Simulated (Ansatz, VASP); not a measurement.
**Two plane-wave programs on TiSe2**

```
Ti Se
1.0
     3.48071    0.00000    0.00000
    -1.74036    3.01439    0.00000
     0.00000    0.00000    5.87316
Ti Se
1 2
Direct
  0.00000 0.00000 0.00000
  0.33333 0.66667 0.26467
  0.66667 0.33333 0.73533
```

Alike in both runs: task relaxation of cell and atoms; functional PBEsol; k mesh 15 × 15 × 8; occupations gaussian, width 0.1 eV; no spin polarisation.

```csv
,VASP,Ansatz
version,VASP 6.6.1,Ansatz 0.2.0
potentials or method,"VASP PAW PBE potentials, release 64 (Ti_sv, Se), cutoff 500 eV","scalar-relativistic, plane waves, PAW"
valence electrons in the cell,24,44
```

```tsv
	VASP	Ansatz	Ansatz less VASP
gap on the k mesh at the Fermi level, each at its own relaxed structure (eV)	none	none	-
relaxed volume (Å³/atom)	20.74	20.73	-0.007
relaxed cell length with the largest relative difference (Å)	5.953	5.955	+0.0023
```

VASP's potentials were made for PBE, not for PBEsol. A gap of «none» marks a metal or a gap that the smearing closes. VASP's potentials hold 24 valence electrons a cell and Ansatz's 44, so a difference there can come from the potentials and not from the codes.
